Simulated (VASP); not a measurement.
Here is a VASP 6.6.1 calculation.

Contents of INCAR:

```
PREC = Accurate
ENCUT = 520
EDIFF = 1E-6
ISMEAR = -1
SIGMA = 0.08
LREAL = F
LASPH = T
NELM = 100
ALGO = Normal
ISIF = 2
LWAVE = F
LCHARG = F
GGA = PE
NBANDS = 21
```

File KPOINTS:

```
Automatic mesh
0
Gamma
  11 11 7
```

The input POSCAR:

```
AlNi
1.0
    3.2611954935      0.0000000000      0.0000000000
   -1.6305977467      2.8242781440      0.0000000000
    0.0000000000      0.0000000000      4.8677740464
Ni Al
2 2
Direct
    0.0000000000      0.0000000000      0.0000000000
    0.0000000000      0.0000000000      0.5000000000
    0.3333333333      0.6666666667      0.2500000000
    0.6666666667      0.3333333333      0.7500000000
```

Potentials or basis: VASP PAW PBE potentials, release 64 (Ni, Al).

The run is started by

```console
$ cat potpaw_PBE.64/Ni/POTCAR potpaw_PBE.64/Al/POTCAR > POTCAR
$ mpirun -np 1 vasp_std > vasp.out
```

(1) Estimate the pressure.

(2) Estimate the band gap on the k mesh.

Answers

(1) 45.8 GPa.

(2) zero (band 13 reaches 14.06 eV, above the bottom of band 14 at 9.15 eV).
